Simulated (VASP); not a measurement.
# Ag (Fm-3m) in VASP: a series of runs

The runs below take Ag through single point, with LDA.

Program: VASP 6.6.1. These are calculated values, not measurements. Logs are shortened: lines on timing, memory, paths and dates and some standing lists are left out, and cuts for length are marked.

## 1. The cell of the first run

The structure is cubic, space group Fm-3m (No. 225). Conventional cell: a = 4.002 Å, b = 4.002 Å, c = 4.002 Å, α = 90.00°, β = 90.00°, γ = 90.00°. Within 3.7 Å of Ag (site symmetry m-3m) lie 12 Ag at 2.83 Å.

## 2. Single point, LDA

File POSCAR:

```
Ag
1.0
    0.0000000000      2.0008994658      2.0008994658
    2.0008994658      0.0000000000      2.0008994658
    2.0008994658      2.0008994658      0.0000000000
Ag
1
Direct
    0.0000000000      0.0000000000      0.0000000000
```

File INCAR.step1:

```
SYSTEM = Ag
PREC     = Accurate       ! precision mode
ENCUT    = 520            ! plane-wave cutoff, eV
EDIFF    = 1E-6           ! SCF threshold, eV
ISMEAR   = -1             ! smearing method
SIGMA    = 0.05           ! smearing width, eV
LREAL    = .FALSE.        ! projectors in reciprocal space
LASPH    = .TRUE.         ! aspherical terms in the spheres
NELM     = 80             ! most SCF steps
ALGO     = Normal         ! electronic algorithm
ISIF     = 2              ! what is computed and relaxed
LWAVE    = .FALSE.        ! write WAVECAR
LCHARG   = .TRUE.         ! write CHGCAR
LMAXMIX  = 4              ! l up to which the mixer works
NBANDS   = 12             ! bands
```

File KPOINTS.step1:

```
Automatic mesh
0
G
  18 18 18
  0 0 0
```

File INCAR.step2:

```
SYSTEM = Ag
PREC     = Accurate       ! precision mode
ENCUT    = 520            ! plane-wave cutoff, eV
EDIFF    = 1E-6           ! SCF threshold, eV
ISMEAR   = -5             ! smearing method
SIGMA    = 0.05           ! smearing width, eV
LREAL    = .FALSE.        ! projectors in reciprocal space
LASPH    = .TRUE.         ! aspherical terms in the spheres
NELM     = 80             ! most SCF steps
ALGO     = Normal         ! electronic algorithm
ISIF     = 2              ! what is computed and relaxed
LWAVE    = .FALSE.        ! write WAVECAR
LCHARG   = .FALSE.        ! write CHGCAR
LMAXMIX  = 4              ! l up to which the mixer works
LORBIT   = 11             ! projections on sites
NEDOS    = 1001           ! points of the DOS
ICHARG   = 11             ! starting density
```

File KPOINTS.step2:

```
Automatic mesh
0
G
  27 27 27
  0 0 0
```

Potentials or basis: VASP PAW LDA potentials, release 64 (Ag).

The run is started by

```console
$ cat potpaw_LDA.64/Ag/POTCAR > POTCAR
$ cp INCAR.step1 INCAR
$ cp KPOINTS.step1 KPOINTS
$ mpirun -np 1 vasp_std > vasp.out
$ cp INCAR.step2 INCAR
$ cp KPOINTS.step2 KPOINTS
$ mpirun -np 1 vasp_std > vasp.out
```

OUTCAR:

```text
SYSTEM = Ag
   PREC = Accurate
   ENCUT = 520
   EDIFF = 1E-6
   ISMEAR = -5
   LREAL = .FALSE.
   LASPH = .TRUE.
   NELM = 80
   ISIF = 2
   LORBIT = 11
   ICHARG = 11

 ion  position               nearest neighbor table
   1  0.000  0.000  0.000-

  LATTYP: Found a face centered cubic cell.
 ALAT       =     4.0017989316

  Lattice vectors:

 A1 = (   0.0000000000,   2.0008994658,   2.0008994658)
 A2 = (   2.0008994658,   0.0000000000,   2.0008994658)
 A3 = (   2.0008994658,   2.0008994658,   0.0000000000)

Analysis of symmetry for initial positions (statically):
=====================================================================
 Subroutine PRICEL returns:
 Original cell was already a primitive cell.

 Routine SETGRP: Setting up the symmetry group for a
 face centered cubic supercell.

 Subroutine GETGRP returns: Found 48 space group operations
 (whereof 48 operations were pure point group operations)
 out of a pool of 48 trial point group operations.

The static configuration has the point symmetry O_h .

Analysis of symmetry for dynamics (positions and initial velocities):
=====================================================================
 Subroutine PRICEL returns:
 Original cell was already a primitive cell.

 Routine SETGRP: Setting up the symmetry group for a
 face centered cubic supercell.

 Subroutine GETGRP returns: Found 48 space group operations
 (whereof 48 operations were pure point group operations)
 out of a pool of 48 trial point group operations.

The dynamic configuration has the point symmetry O_h .

 Subroutine INISYM returns: Found 48 space group operations
 (whereof 48 operations are pure point group operations),
 and found     1 'primitive' translations

----------------------------------------------------------------------------------------

                                     Primitive cell

  volume of cell :      16.0216

  direct lattice vectors                    reciprocal lattice vectors
     0.000000000  2.000899466  2.000899466    -0.249887617  0.249887617  0.249887617
     2.000899466  0.000000000  2.000899466     0.249887617 -0.249887617  0.249887617
     2.000899466  2.000899466  0.000000000     0.249887617  0.249887617 -0.249887617

  length of vectors
     2.829699161  2.829699161  2.829699161     0.432818049  0.432818049  0.432818049

  position of ions in fractional coordinates (direct lattice)
     0.000000000  0.000000000  0.000000000

  ion indices of the primitive-cell ions
   primitive index   ion index
                 1           1

----------------------------------------------------------------------------------------

 KPOINTS: Automatic mesh

Automatic generation of k-mesh.
 Grid dimensions read from file:
 generate k-points for:   27   27   27

 Generating k-lattice:

  Cartesian coordinates                     Fractional coordinates (reciprocal lattice)
    -0.009255097  0.009255097  0.009255097     0.037037037  0.000000000  0.000000000
     0.009255097 -0.009255097  0.009255097     0.000000000  0.037037037  0.000000000
     0.009255097  0.009255097 -0.009255097     0.000000000  0.000000000  0.037037037

  Length of vectors
     0.016030298  0.016030298  0.016030298

  Shift w.r.t. Gamma in fractional coordinates (k-lattice)
     0.000000000  0.000000000  0.000000000

 TETIRR: Found   2653 inequivalent tetrahedra from   118098

 Subroutine IBZKPT returns following result:
 ===========================================

 Found    560 irreducible k-points:

 Following reciprocal coordinates:
            Coordinates               Weight
  0.000000  0.000000  0.000000      1.000000
  0.037037  0.000000  0.000000      8.000000
  0.074074  0.000000  0.000000      8.000000
  0.111111  0.000000  0.000000      8.000000
  0.148148  0.000000  0.000000      8.000000
  0.185185  0.000000  0.000000      8.000000
[... 16 lines left out ...]
  0.333333  0.037037  0.000000     24.000000
  0.370370  0.037037  0.000000     24.000000
 [... further k-points ...]
   k-points           NKPTS =    560   k-points in BZ     NKDIM =    560   number of bands    NBANDS=      9
   number of dos      NEDOS =   1001   number of ions     NIONS =      1
   total plane-waves  NPLWV =  13824
   dimension x,y,z NGX =    24 NGY =   24 NGZ =   24
   dimension x,y,z NGXF=    48 NGYF=   48 NGZF=   48
   ions per type =               1
   NGX,Y,Z   is equivalent  to a cutoff of  14.10, 14.10, 14.10 a.u.
   NGXF,Y,Z  is equivalent  to a cutoff of  28.20, 28.20, 28.20 a.u.
 SYSTEM =  Ag
   PREC   = accura    normal or accurate (medium, high low for compatibility)
   ISTART =      0    job   : 0-new  1-cont  2-samecut
   ICHARG =     11    charge: 1-file 2-atom 10-const
   ISPIN  =      1    spin polarized calculation?
   LNONCOLLINEAR =      F non collinear calculations
   LSORBIT =      F    spin-orbit coupling
   LASPH  =      T    aspherical Exc in radial PAW
   ENCUT  =  520.0 eV  38.22 Ry    6.18 a.u.   5.26  5.26  5.26*2*pi/ulx,y,z
   NELM   =     80;   NELMIN=  2; NELMDL=  0     # of ELM steps
   EDIFF  = 0.1E-05   stopping-criterion for ELM
   LREAL  =      F    real-space projection
   EDIFFG = 0.1E-04   stopping-criterion for IOM
   NSW    =      0    number of steps for IOM
   IBRION =     -1    ionic relax: 0-MD 1-quasi-New 2-CG
   NFREE  =      0    steps in history (QN), initial steepest desc. (CG)
   ISIF   =      2    stress and relaxation
   ISYM   =      2    0-nonsym 1-usesym 2-fastsym
   POTIM  = 0.5000    time-step for ionic-motion
   TEBEG  =    0.0;   TEEND  =   0.0 temperature during run
   PSTRESS=    0.0 pullay stress
   NELECT =      11.0000    total number of electrons
   NUPDOWN=      -1.0000    fix difference up-down
   EMIN   =  10.00;   EMAX   =-10.00  energy-range for DOS
   EFERMI =   0.00;   METHOD = LEGACY
   ISMEAR =    -5;   SIGMA  =   0.05  broadening in eV -4-tet -1-fermi 0-gaus
   EFERMI_NEDOS =   21; number of points for ismear=-14 and -15
   IALGO  =     38    algorithm
   IMIX   =      4    mixing-type and parameters
     AMIX     =   0.40;   BMIX     =  1.00
     AMIX_MAG =   1.60;   BMIX_MAG =  1.00
  volume/ion in A,a.u.               =      16.02       108.12
  Fermi-wavevector in a.u.,A,eV,Ry     =   1.444233  2.729204 28.379136  2.085808
  Thomas-Fermi vector in A             =   2.562551
   LORBIT       =     11    0 simple, 1 ext, 2 COOP (PROOUT), +10 PAW based schemes
   GGA     = CA    functional components
   LHFCALC =     F    Hartree Fock is set to
   AEXX    =    0.0000 exact exchange contribution
   IVDW    =     0    specifies the selected vdW correction
   LEPSILON=     F    determine dielectric tensor
   LRPA    =     F    only Hartree local field effects (RPA)
 non-spin polarized calculation
 Fermi weights with tetrahedron method with Bloechl corrections
  energy-cutoff  :      520.00
  volume of cell :       16.02
 maximum number of plane-waves:       446
 NGX is ok and might be reduce to    24

 number of electron      11.0000002 magnetization

 Free energy of the ion-electron system (eV)
  ---------------------------------------------------
  ext. energy  EPLUGINS =         0.00000000
  ---------------------------------------------------
  free energy    TOTEN  =        -3.78218624 eV

  energy without entropy =       -3.78218624  energy(sigma->0) =       -3.78218624

 E-fermi :   9.1014     XC(G=0): -12.9528

 val. band max:        9.0947444313   @ k =  -0.3333   0.1852   0.0741
 cond. band min:       9.1038279378   @ k =   0.4444   0.3704   0.0000
 fundamental gap:      0.0090835064
 Fermi energy:         9.1013769786

 k-point     1 :       0.0000    0.0000    0.0000
  band No.  band energies     occupation
      1       0.7558      2.00000
      2       4.0455      2.00000
      3       4.0455      2.00000
      4       4.0455      2.00000
      5       5.2223      2.00000
      6       5.2223      2.00000
      7      25.1898      0.00000
      8      29.0674      0.00000
      9      29.0674      0.00000

 k-point     2 :       0.0370    0.0000    0.0000
  band No.  band energies     occupation
      1       0.8013      2.00000
      2       4.0335      2.00000
      3       4.0591      2.00000
      4       4.0591      2.00000
      5       5.2166      2.00000
      6       5.2166      2.00000
      7      25.2137      0.00000
      8      28.6711      0.00000
      9      29.0961      0.00000

 k-point     3 :       0.0741    0.0000    0.0000
  band No.  band energies     occupation
      1       0.9357      2.00000
      2       4.0007      2.00000
      3       4.0978      2.00000
      4       4.0978      2.00000
      5       5.2018      2.00000
      6       5.2018      2.00000
      7      25.2531      0.00000
      8      27.7493      0.00000
      9      29.1773      0.00000

 k-point     4 :       0.1111    0.0000    0.0000
  band No.  band energies     occupation
      1       1.1522      2.00000
      2       3.9570      2.00000
      3       4.1543      2.00000
      4       4.1543      2.00000
      5       5.1855      2.00000
      6       5.1855      2.00000
      7      25.1358      0.00000
      8      26.7645      0.00000
      9      29.2961      0.00000

 k-point     5 :       0.1481    0.0000    0.0000
  band No.  band energies     occupation
      1       1.4354      2.00000
      2       3.9222      2.00000
      3       4.2155      2.00000
      4       4.2155      2.00000
      5       5.1808      2.00000
      6       5.1808      2.00000
      7      24.4047      0.00000
      8      26.2671      0.00000
      9      29.4248      0.00000

 k-point     6 :       0.1852    0.0000    0.0000
  band No.  band energies     occupation
      1       1.7551      2.00000
      2       3.9314      2.00000
      3       4.2630      2.00000
      4       4.2630      2.00000
      5       5.2055      2.00000
      6       5.2055      2.00000
      7      23.1499      0.00000
      8      26.1586      0.00000
      9      29.5202      0.00000
[... 169 lines left out ...]
 k-point    21 :       0.2593    0.0370    0.0000
  band No.  band energies     occupation
      1       2.2449      2.00000
      2       4.1228      2.00000
      3       4.2975      2.00000
      4       4.3042      2.00000
      5       5.2945      2.00000
      6       5.4473      2.00000
      7      20.8001      0.00000
      8      25.8775      0.00000
      9      28.4243      0.00000

 k-point    22 :       0.2963    0.0370    0.0000
  band No.  band energies     occupation
      1       2.3734      2.00000
      2       4.2181      2.00000
      3       4.2656      2.00000
      4       4.5492      2.00000
      5       5.4896      2.00000
      6       5.5818      2.00000
      7      19.3419      0.00000
      8      25.6157      0.00000
      9      28.1818      0.00000

 k-point    23 :       0.3333    0.0370    0.0000
  band No.  band energies     occupation
      1       2.4031      2.00000
      2       4.1704      2.00000
      3       4.2179      2.00000
      4       5.0290      2.00000
      5       5.7290      2.00000
      6       5.7862      2.00000
      7      17.9049      0.00000
      8      25.3149      0.00000
      9      27.8975      0.00000

 k-point    24 :       0.3704    0.0370    0.0000
  band No.  band energies     occupation
      1       2.3812      2.00000
      2       4.1146      2.00000
      3       4.1652      2.00000
      4       5.4380      2.00000
      5       5.8709      2.00000
      6       6.2905      2.00000
      7      16.5187      0.00000
      8      25.0228      0.00000
      9      27.6157      0.00000

 [... further k-points ...]
[... 5 lines left out ...]
  --------------------------------------------------------------------------------------
  -------------------------------------------------------------------------------------
  Total       -0.0486683     -0.0486683     -0.0486683      0.0000000      0.0000000      0.0000000
  in kB       -4.8668821     -4.8668821     -4.8668821      0.0000000      0.0000000      0.0000000
  external PRESSURE =      -4.8668821 kB  Pullay stress =       0.0000000 kB

 VOLUME and BASIS-vectors are now :
 -----------------------------------------------------------------------------
  energy-cutoff  :      520.00
  volume of cell :       16.02
      direct lattice vectors                 reciprocal lattice vectors
     0.000000000  2.000899466  2.000899466    -0.249887617  0.249887617  0.249887617
     2.000899466  0.000000000  2.000899466     0.249887617 -0.249887617  0.249887617
     2.000899466  2.000899466  0.000000000     0.249887617  0.249887617 -0.249887617

 POSITION                                       TOTAL-FORCE (eV/Angst)
 -----------------------------------------------------------------------------------
      0.00000      0.00000      0.00000        -0.000000     -0.000000     -0.000000
 -----------------------------------------------------------------------------------
    total drift:                                0.000000      0.000000      0.000000

  FREE ENERGIE OF THE ION-ELECTRON SYSTEM (eV)
  ---------------------------------------------------
  free  energy   TOTEN  =        -3.7821862416 eV

  energy  without entropy=       -3.7821862416  energy(sigma->0) =       -3.78218624

 total charge

# of ion       s       p       d       tot
------------------------------------------
    1        0.446   0.347   9.149   9.942
```

It took 76 s on 1 thread of Intel Xeon 8259CL, shared host; peak memory 0.21 GiB.

Results:

```yaml
Valence_electrons_inside_the_program's_atomic_spheres: Ag 9.94
```

Caveat: tetrahedron occupations give inexact forces and stress in metals.

## 3. Single point, LDA (16.02 Å³/atom)

POSCAR is that of step 2.

File INCAR.step1:

```
PREC = Accurate
ENCUT = 520
EDIFF = 1E-7
ISMEAR = -1
SIGMA = 0.05
LREAL = F
LASPH = T
NELM = 60
ALGO = Normal
ISIF = 2
LWAVE = F
LCHARG = T
LMAXMIX = 4
GGA = CA
NBANDS = 12
```

File KPOINTS.step1:

```
Automatic mesh
0
Gamma
  18 18 18
```

File INCAR.step2:

```
PREC = Accurate
ENCUT = 520
EDIFF = 1E-7
ISMEAR = -5
SIGMA = 0.05
LREAL = F
LASPH = T
NELM = 60
ALGO = Normal
ISIF = 2
LWAVE = F
LCHARG = F
LMAXMIX = 4
GGA = CA
LORBIT = 11
NEDOS = 1001
ICHARG = 11
```

File KPOINTS.step2:

```
Automatic mesh
0
Gamma
  27 27 27
```

Potentials or basis: VASP PAW LDA potentials, release 64 (Ag).

The run is started by

```console
$ cat potpaw_LDA.64/Ag/POTCAR > POTCAR
$ cp INCAR.step1 INCAR
$ cp KPOINTS.step1 KPOINTS
$ mpirun -np 1 vasp_std > vasp.out
$ cp INCAR.step2 INCAR
$ cp KPOINTS.step2 KPOINTS
$ mpirun -np 1 vasp_std > vasp.out
```

It took 78 s on 1 thread of Intel Xeon 8259CL, shared host; peak memory 0.2 GiB.

It converged, with:

* Valence electrons inside the program's atomic spheres: Ag 9.94

Levels at points of the mesh, in eV from the Fermi level:
```csv
k point,band 4,band 5,band 6,band 7,band 8,band 9
"(0.00, 0.00, 0.00)",-5.06,-3.88,-3.88,16.09,19.97,19.97
```

Caveat: tetrahedron occupations give inexact forces and stress in metals.
